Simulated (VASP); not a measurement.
# SnO2 (Pm) in VASP: further runs

The runs below take SnO2 through single point, with PBE.

Everything below comes from runs of VASP 6.6.1. Logs are shortened: lines on timing, memory, paths and dates and some standing lists are left out, and cuts for length are marked.

### Step 1. The cell of the first run

Symmetry: Pm, No. 6, monoclinic system. The conventional cell has a = 4.828 Å, b = 3.238 Å, c = 4.828 Å, α = 90.00°, β = 90.00°, γ = 90.00°. Within 2.5 Å of Sn (site symmetry m) lie 6 O at 1.89 to 2.32 Å. Within 2.4 Å of Sn (site symmetry m) lie 5 O at 1.77 to 2.14 Å. O (site symmetry m) has 3 Sn at 2.02 to 2.14 Å and 1 O at 2.64 Å within 2.7 Å. O (site symmetry m) has 3 Sn at 1.89 to 2.41 Å within 2.5 Å. O (site symmetry m) has 3 Sn at 2.04 to 2.17 Å and 3 O at 2.64 to 2.67 Å within 2.7 Å. O (site symmetry m) has 3 Sn at 1.77 to 2.32 Å within 2.4 Å.

### Step 2. Single point, PBE (mode 15 (547.8 1/cm) frozen in, largest displacement -0.300 Å)

The input, INCAR:

```
SYSTEM = SnO2
ALGO = Normal
EDIFF = 1E-7
ENCUT = 520
GGA = PE
ISIF = 2
ISMEAR = 0
LASPH = .TRUE.
LCHARG = .TRUE.
LELF = .TRUE.
LREAL = .FALSE.
LVHAR = .TRUE.
LWAVE = .FALSE.
NBANDS = 35
NELM = 60
PREC = Accurate
SIGMA = 0.05
```

The input, KPOINTS:

```
k-points
0
G
  6 6 8
  0 0 0
```

The input, POSCAR:

```
SnO2
1.0
    4.8277049961      0.0000000000      0.0000000000
    0.0000000000      4.8277049961      0.0000000000
    0.0000000000      0.0000000000      3.2379909406
Sn O
2 4
Direct
    0.0068223423     -0.0054557298      0.0000000000
    0.5043541351      0.4985238138      0.5000000000
    0.3066050863      0.2860369983      0.0000000000
    0.1519310836      0.8528900239      0.5000000000
    0.6933949137      0.6728268257      0.0000000000
    0.7651412562      0.2396798513      0.5000000000
```

Potentials or basis: VASP PAW PBE potentials, release 64 (Sn_d, O).

Run with:

```sh
cat potpaw_PBE.64/Sn_d/POTCAR potpaw_PBE.64/O/POTCAR > POTCAR
mpirun -np 1 vasp_std > vasp.out
```

OUTCAR:

```text
SYSTEM = SnO2
   EDIFF = 1E-7
   ENCUT = 520
   GGA = PE
   ISIF = 2
   ISMEAR = 0
   LASPH = .TRUE.
   LREAL = .FALSE.
   NELM = 60
   PREC = Accurate

 ion  position               nearest neighbor table
   1  0.007  0.995  0.000-   4 1.89   4 1.89   3 2.02   5 2.17   6 2.32   6 2.32   2 3.76   2 3.76

   2  0.504  0.499  0.500-   6 1.77   5 2.04   5 2.04   3 2.14   3 2.14   4 2.41   1 3.76   1 3.76

   3  0.307  0.286  0.000-   1 2.02   2 2.14   2 2.14
   4  0.152  0.853  0.500-   1 1.89   1 1.89   2 2.41
   5  0.693  0.673  0.000-   2 2.04   2 2.04   1 2.17
   6  0.765  0.240  0.500-   2 1.77   1 2.32   1 2.32

  LATTYP: Found a simple tetragonal cell.
 ALAT       =     4.8277049961
 C/A-ratio  =     0.6707101911

  Lattice vectors:

 A1 = (   4.8277049961,   0.0000000000,   0.0000000000)
 A2 = (   0.0000000000,   4.8277049961,   0.0000000000)
 A3 = (   0.0000000000,   0.0000000000,   3.2379909406)

Analysis of symmetry for initial positions (statically):
=====================================================================
 Subroutine PRICEL returns:
 Original cell was already a primitive cell.

 Routine SETGRP: Setting up the symmetry group for a
 simple tetragonal supercell.

 Subroutine GETGRP returns: Found  2 space group operations
 (whereof  2 operations were pure point group operations)
 out of a pool of 16 trial point group operations.

The static configuration has the point symmetry C_1h.

Analysis of symmetry for dynamics (positions and initial velocities):
=====================================================================
 Subroutine PRICEL returns:
 Original cell was already a primitive cell.

 Routine SETGRP: Setting up the symmetry group for a
 simple tetragonal supercell.

 Subroutine GETGRP returns: Found  2 space group operations
 (whereof  2 operations were pure point group operations)
 out of a pool of 16 trial point group operations.

The dynamic configuration has the point symmetry C_1h.

 Subroutine INISYM returns: Found  2 space group operations
 (whereof  2 operations are pure point group operations),
 and found     1 'primitive' translations

----------------------------------------------------------------------------------------

                                     Primitive cell

  volume of cell :      75.4670

  direct lattice vectors                    reciprocal lattice vectors
     4.827704996  0.000000000  0.000000000     0.207137760  0.000000000  0.000000000
     0.000000000  4.827704996  0.000000000     0.000000000  0.207137760  0.000000000
     0.000000000  0.000000000  3.237990941     0.000000000  0.000000000  0.308833477

  length of vectors
     4.827704996  4.827704996  3.237990941     0.207137760  0.207137760  0.308833477

  position of ions in fractional coordinates (direct lattice)
     0.006822342  0.994544270  0.000000000
     0.504354135  0.498523814  0.500000000
     0.306605086  0.286036998  0.000000000
     0.151931084  0.852890024  0.500000000
     0.693394914  0.672826826  0.000000000
     0.765141256  0.239679851  0.500000000

  ion indices of the primitive-cell ions
   primitive index   ion index
                 1           1
                 2           2
                 3           3
                 4           4
                 5           5
                 6           6

----------------------------------------------------------------------------------------

 KPOINTS: k-points

Automatic generation of k-mesh.
 Grid dimensions read from file:
 generate k-points for:    6    6    8

 Generating k-lattice:

  Cartesian coordinates                     Fractional coordinates (reciprocal lattice)
     0.034522960  0.000000000  0.000000000     0.166666667  0.000000000  0.000000000
     0.000000000  0.034522960  0.000000000     0.000000000  0.166666667  0.000000000
     0.000000000  0.000000000  0.038604185     0.000000000  0.000000000  0.125000000

  Length of vectors
     0.034522960  0.034522960  0.038604185

  Shift w.r.t. Gamma in fractional coordinates (k-lattice)
     0.000000000  0.000000000  0.000000000

 Subroutine IBZKPT returns following result:
 ===========================================

 Found    100 irreducible k-points:

 Following reciprocal coordinates:
            Coordinates               Weight
  0.000000  0.000000  0.000000      1.000000
  0.166667  0.000000  0.000000      2.000000
  0.000000  0.166667  0.000000      2.000000
  0.333333  0.000000  0.000000      2.000000
  0.000000  0.333333  0.000000      2.000000
  0.500000  0.000000  0.000000      1.000000
[... 16 lines left out ...]
  0.000000  0.166667  0.125000      4.000000
  0.333333  0.000000  0.125000      4.000000
 [... further k-points ...]
   k-points           NKPTS =    100   k-points in BZ     NKDIM =    100   number of bands    NBANDS=     35
   number of dos      NEDOS =    301   number of ions     NIONS =      6
   total plane-waves  NPLWV =  31104
   dimension x,y,z NGX =    36 NGY =   36 NGZ =   24
   dimension x,y,z NGXF=    72 NGYF=   72 NGZF=   48
   ions per type =               2   4
   NGX,Y,Z   is equivalent  to a cutoff of  12.40, 12.40, 12.32 a.u.
   NGXF,Y,Z  is equivalent  to a cutoff of  24.79, 24.79, 24.64 a.u.
 SYSTEM =  SnO2
   PREC   = accura    normal or accurate (medium, high low for compatibility)
   ISTART =      0    job   : 0-new  1-cont  2-samecut
   ICHARG =      2    charge: 1-file 2-atom 10-const
   ISPIN  =      1    spin polarized calculation?
   LNONCOLLINEAR =      F non collinear calculations
   LSORBIT =      F    spin-orbit coupling
   LASPH  =      T    aspherical Exc in radial PAW
   ENCUT  =  520.0 eV  38.22 Ry    6.18 a.u.   8.98  8.98  6.02*2*pi/ulx,y,z
   NELM   =     60;   NELMIN=  2; NELMDL= -5     # of ELM steps
   EDIFF  = 0.1E-06   stopping-criterion for ELM
   LREAL  =      F    real-space projection
   EDIFFG = 0.1E-05   stopping-criterion for IOM
   NSW    =      0    number of steps for IOM
   IBRION =     -1    ionic relax: 0-MD 1-quasi-New 2-CG
   NFREE  =      0    steps in history (QN), initial steepest desc. (CG)
   ISIF   =      2    stress and relaxation
   ISYM   =      2    0-nonsym 1-usesym 2-fastsym
   POTIM  = 0.5000    time-step for ionic-motion
   TEBEG  =    0.0;   TEEND  =   0.0 temperature during run
   PSTRESS=    0.0 pullay stress
   NELECT =      52.0000    total number of electrons
   NUPDOWN=      -1.0000    fix difference up-down
   EMIN   =  10.00;   EMAX   =-10.00  energy-range for DOS
   EFERMI =   0.00;   METHOD = LEGACY
   ISMEAR =     0;   SIGMA  =   0.05  broadening in eV -4-tet -1-fermi 0-gaus
   EFERMI_NEDOS =   21; number of points for ismear=-14 and -15
   IALGO  =     38    algorithm
   IMIX   =      4    mixing-type and parameters
     AMIX     =   0.40;   BMIX     =  1.00
     AMIX_MAG =   1.60;   BMIX_MAG =  1.00
  volume/ion in A,a.u.               =      12.58        84.88
  Fermi-wavevector in a.u.,A,eV,Ry     =   1.445962  2.732472 28.447149  2.090806
  Thomas-Fermi vector in A             =   2.564085
   LORBIT       =      0    0 simple, 1 ext, 2 COOP (PROOUT), +10 PAW based schemes
   GGA     = PE    functional components
   LHFCALC =     F    Hartree Fock is set to
   AEXX    =    0.0000 exact exchange contribution
   IVDW    =     0    specifies the selected vdW correction
   LEPSILON=     F    determine dielectric tensor
   LRPA    =     F    only Hartree local field effects (RPA)
 non-spin polarized calculation
 Gauss-broadening in eV      SIGMA  =   0.05
  energy-cutoff  :      520.00
  volume of cell :       75.47
 maximum number of plane-waves:      2068
   NGX = 17   NGY = 17   NGZ = 13

 number of electron      51.9999987 magnetization

 Free energy of the ion-electron system (eV)
  ---------------------------------------------------
  ext. energy  EPLUGINS =         0.00000000
  ---------------------------------------------------
  free energy    TOTEN  =       -35.13720182 eV

  energy without entropy =      -35.13720182  energy(sigma->0) =      -35.13720182

 E-fermi :   5.9382     XC(G=0): -10.9358

 val. band max:        5.6367392373   @ k =   0.0000   0.0000   0.0000
 cond. band min:       6.2733309088   @ k =   0.0000   0.0000   0.0000
 fundamental gap:      0.6365916715
 Fermi energy:         5.9382241593

 k-point     1 :       0.0000    0.0000    0.0000
  band No.  band energies     occupation
      1     -15.8985      2.00000
      2     -15.3715      2.00000
      3     -14.8317      2.00000
      4     -14.7687      2.00000
      5     -14.5960      2.00000
      6     -14.5421      2.00000
[... 27 lines left out ...]
     34      17.2227      0.00000
     35      17.5813      0.00000

 k-point     2 :       0.1667    0.0000    0.0000
  band No.  band energies     occupation
      1     -15.8757      2.00000
      2     -15.3936      2.00000
      3     -14.8312      2.00000
      4     -14.7858      2.00000
      5     -14.5944      2.00000
      6     -14.5399      2.00000
[... 27 lines left out ...]
     34      17.3180      0.00000
     35      17.6444      0.00000

 k-point     3 :       0.0000    0.1667    0.0000
  band No.  band energies     occupation
      1     -15.8758      2.00000
      2     -15.3938      2.00000
      3     -14.8312      2.00000
      4     -14.7871      2.00000
      5     -14.5943      2.00000
      6     -14.5384      2.00000
[... 27 lines left out ...]
     34      17.3416      0.00000
     35      17.5357      0.00000

 k-point     4 :       0.3333    0.0000    0.0000
  band No.  band energies     occupation
      1     -15.8199      2.00000
      2     -15.4501      2.00000
      3     -14.8304      2.00000
      4     -14.8174      2.00000
      5     -14.5911      2.00000
      6     -14.5356      2.00000
[... 27 lines left out ...]
     34      17.3275      0.00000
     35      17.8054      0.00000

 k-point     5 :       0.0000    0.3333    0.0000
  band No.  band energies     occupation
      1     -15.8203      2.00000
      2     -15.4508      2.00000
      3     -14.8304      2.00000
      4     -14.8202      2.00000
      5     -14.5908      2.00000
      6     -14.5318      2.00000
[... 638 lines left out ...]
 k-point    22 :       0.1667    0.0000    0.1250
  band No.  band energies     occupation
      1     -15.8246      2.00000
      2     -15.3959      2.00000
      3     -14.8704      2.00000
      4     -14.7746      2.00000
      5     -14.5955      2.00000
      6     -14.5852      2.00000
[... 27 lines left out ...]
     34      17.3293      0.00000
     35      17.6976      0.00000

 k-point    23 :       0.0000    0.1667    0.1250
  band No.  band energies     occupation
      1     -15.8247      2.00000
      2     -15.3956      2.00000
      3     -14.8758      2.00000
      4     -14.7743      2.00000
      5     -14.5922      2.00000
      6     -14.5805      2.00000
[... 27 lines left out ...]
     34      17.3752      0.00000
     35      17.5766      0.00000

 k-point    24 :       0.3333    0.0000    0.1250
  band No.  band energies     occupation
      1     -15.7795      2.00000
      2     -15.4380      2.00000
      3     -14.9044      2.00000
      4     -14.7890      2.00000
      5     -14.5907      2.00000
      6     -14.5681      2.00000
[... 27 lines left out ...]
     34      17.3105      0.00000
     35      17.8456      0.00000

 [... further k-points ...]
[... 5 lines left out ...]
  --------------------------------------------------------------------------------------
  -------------------------------------------------------------------------------------
  Total        6.7743245      6.6801880      8.3713551     -5.2335726      0.0000000      0.0000000
  in kB      143.8200715    141.8215381    177.7253053   -111.1096436      0.0000000      0.0000000
  external PRESSURE =     154.4556383 kB  Pullay stress =       0.0000000 kB

 VOLUME and BASIS-vectors are now :
 -----------------------------------------------------------------------------
  energy-cutoff  :      520.00
  volume of cell :       75.47
      direct lattice vectors                 reciprocal lattice vectors
     4.827704996  0.000000000  0.000000000     0.207137760  0.000000000  0.000000000
     0.000000000  4.827704996  0.000000000     0.000000000  0.207137760  0.000000000
     0.000000000  0.000000000  3.237990941     0.000000000  0.000000000  0.308833477

 POSITION                                       TOTAL-FORCE (eV/Angst)
 -----------------------------------------------------------------------------------
      0.03294      4.80137      0.00000        -4.313040      3.288053      0.000000
      2.43487      2.40673      1.61900        -4.959487      3.116324      0.000000
      1.48020      1.38090      0.00000        -0.066109      1.573727      0.000000
      0.73348      4.11750      1.61900         3.025895     -3.550744      0.000000
      3.34751      3.24821      0.00000         0.163151      2.032718      0.000000
      3.69388      1.15710      1.61900         6.149589     -6.460079      0.000000
 -----------------------------------------------------------------------------------
    total drift:                               -0.000482      0.000997      0.000002

  FREE ENERGIE OF THE ION-ELECTRON SYSTEM (eV)
  ---------------------------------------------------
  free  energy   TOTEN  =       -35.1372018193 eV

  energy  without entropy=      -35.1372018193  energy(sigma->0) =      -35.13720182
```

Run time: 1.9 min. Hardware: 1 thread of Intel Xeon 6975P-C (Granite Rapids), shared host; peak memory 0.32 GiB.

Results:

| Property | Result |
| --- | --- |
| Free energy | -35.1372 eV |
| Pressure | 15.4 GPa |
| Largest force | 8.919 eV/Å |
| Band gap on the k mesh | 0.64 eV, direct |

Forces on the atoms (eV/Å):
```
Sn  -4.313  3.288  0.000
Sn  -4.959  3.116  0.000
O   -0.066  1.574  0.000
O    3.026 -3.551  0.000
O    0.163  2.033  0.000
O    6.150 -6.460  0.000
```

Levels at points of the mesh, in eV from the valence-band top:
```csv
k point,band 23,band 24,band 25,band 26,band 27,band 28,band 29,band 30
"(0.00, 0.00, 0.00)",-1.14,-0.89,-0.74,0.00,0.64,5.25,5.97,6.17
"(0.50, 0.00, 0.00)",-1.27,-1.13,-0.81,-0.41,3.40,3.77,6.67,6.87
"(0.00, 0.50, 0.00)",-1.35,-1.31,-0.77,-0.24,3.42,3.88,6.62,6.89
"(0.50, 0.50, 0.00)",-1.36,-1.05,-0.90,-0.80,3.62,4.09,6.96,7.15
"(0.00, 0.00, 0.50)",-1.98,-1.66,-1.25,-0.98,4.67,5.16,7.73,9.17
"(0.50, 0.00, 0.50)",-1.17,-1.02,-0.66,-0.58,4.73,5.27,7.40,8.64
"(0.00, 0.50, 0.50)",-1.14,-0.98,-0.74,-0.66,4.65,5.14,7.31,8.50
"(0.50, 0.50, 0.50)",-1.57,-0.94,-0.63,-0.44,3.82,3.92,8.45,8.97
```

Caveat: the cell differs from its parent crystal (mode 15 (547.8 1/cm) frozen in, largest displacement -0.300 Å); spin-orbit coupling is left out, which moves the levels of the heavy elements; forces of over 1 eV/Å act on the atoms, so gaps and moduli don't describe the material at rest.

### Step 3. Single point, PBE (mode 15 (547.8 1/cm) frozen in, largest displacement +0.225 Å)

The input, INCAR:

```
SYSTEM = SnO2
PREC     = Accurate       ! precision mode
ENCUT    = 520            ! plane-wave cutoff, eV
EDIFF    = 1E-7           ! SCF threshold, eV
ISMEAR   = 0              ! smearing method
SIGMA    = 0.05           ! smearing width, eV
LREAL    = .False.        ! projectors in reciprocal space
LASPH    = .True.         ! aspherical terms in the spheres
NELM     = 80             ! most SCF steps
ALGO     = Normal         ! electronic algorithm
ISIF     = 2              ! what is computed and relaxed
LWAVE    = .False.        ! write WAVECAR
LCHARG   = .False.        ! write CHGCAR
GGA      = PE             ! functional
NBANDS   = 35             ! bands
```

The input, KPOINTS:

```
regular mesh
0
Gamma
  6 6 8
  0 0 0
```

The input, POSCAR:

```
SnO2
1.0
    4.8277049961      0.0000000000      0.0000000000
    0.0000000000      4.8277049961      0.0000000000
    0.0000000000      0.0000000000      3.2379909406
Sn O
2 4
Direct
   -0.0051167567      0.0040917974      0.0000000000
    0.4967343987      0.5011071397      0.5000000000
    0.3066050863      0.3220311523      0.0000000000
    0.2244927863      0.7718913831      0.5000000000
    0.6933949137      0.7088209797      0.0000000000
    0.8377029589      0.1586812105      0.5000000000
```

Potentials or basis: VASP PAW PBE potentials, release 64 (Sn_d, O).

Run with:

```sh
cat potpaw_PBE.64/Sn_d/POTCAR potpaw_PBE.64/O/POTCAR > POTCAR
mpirun -np 1 vasp_std > vasp.out
```

Run time: 2 min. Hardware: 1 thread of Intel Xeon 6975P-C (Granite Rapids), shared host; peak memory 0.32 GiB.

It converged, with:

- Free energy: -36.1417 eV
- Pressure: 8.8 GPa
- Largest force: 5.694 eV/Å
- Band gap on the k mesh: 0.63 eV, direct

Forces in eV/Å, atoms in the order of the input:
```
Sn   3.273 -2.540  0.000
Sn   3.017 -1.633  0.000
O   -0.098 -1.483  0.000
O   -3.899  4.150  0.000
O    0.048 -1.209  0.000
O   -2.341  2.715  0.000
```

Stress tensor (GPa, compression positive):
```
 8.12 -6.10  0.00
-6.10  8.02  0.00
 0.00  0.00 10.38
```

Levels at points of the mesh, in eV from the valence-band top:
```
           k point  band 24  band 25  band 26  band 27  band 28  band 29
(0.00, 0.00, 0.00)    -0.90    -0.85     0.00     0.63     5.39     5.99
(0.50, 0.00, 0.00)    -1.01    -0.94    -0.44     3.56     3.80     6.69
(0.00, 0.50, 0.00)    -1.20    -0.91    -0.29     3.57     3.88     6.65
(0.50, 0.50, 0.00)    -1.05    -0.99    -0.83     3.85     4.14     7.02
(0.00, 0.00, 0.50)    -1.63    -1.24    -1.05     4.98     5.31     8.21
(0.50, 0.00, 0.50)    -1.03    -0.71    -0.66     5.07     5.47     7.47
(0.00, 0.50, 0.50)    -1.00    -0.77    -0.72     5.01     5.39     7.45
(0.50, 0.50, 0.50)    -0.93    -0.73    -0.52     4.01     4.06     8.51
```

Caveat: the cell differs from its parent crystal (mode 15 (547.8 1/cm) frozen in, largest displacement +0.225 Å); spin-orbit coupling is left out, which moves the levels of the heavy elements; forces of over 1 eV/Å act on the atoms, so gaps and moduli don't describe the material at rest.

(Continued in part 2 of 2.)
